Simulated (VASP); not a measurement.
The system is PbSe.

```
Pb Se
1.0
     3.78432    0.00000    0.00000
     0.00000    3.78432    0.00000
     0.00000    0.00000    3.78432
Pb Se
1 1
Direct
  0.00000 0.00000 0.00000
  0.50000 0.50000 0.50000
```

- Program: VASP 6.6.1
- Task: relaxation of cell and atoms
- Functional: revPBE
- Dispersion: D4
- Potentials or basis: VASP PAW PBE potentials, release 64 (Pb_d, Se)
- Cutoff: 600 eV
- k mesh: 7 × 7 × 7
- Occupations: fermi-dirac, width 0.05 eV
- Spin: no spin polarisation

At the start: pressure -2.3 GPa; volume 27.10 Å³/atom.

Question: How do energy, volume and symmetry change on relaxing?

Answer: Over 3 steps the energy falls by 9.7 meV/atom and the volume is 25.81 Å³/atom (-4.8 %); space group Pm-3m (No. 221, to 0.05 Å).

The path:
```
step  energy change (eV)  largest force (eV/Å)  pressure (GPa)  volume (Å³)
   1              0.0000                0.0000           -2.28        54.20
   2             -0.0190                0.0000            0.44        51.22
   3             -0.0194                0.0000            0.00        51.62
```

Final structure:
```
CELL_PARAMETERS angstrom
3.72338 0.00000 0.00000
0.00000 3.72338 0.00000
0.00000 0.00000 3.72338
ATOMIC_POSITIONS crystal
Pb 0.00000 0.00000 0.00000
Se 0.50000 0.50000 0.50000
```

Caveat: the PAW data sets were made with another functional, which shifts forces and pressure a little; pairwise dispersion overbinds metals, which lowers pressure and volume.
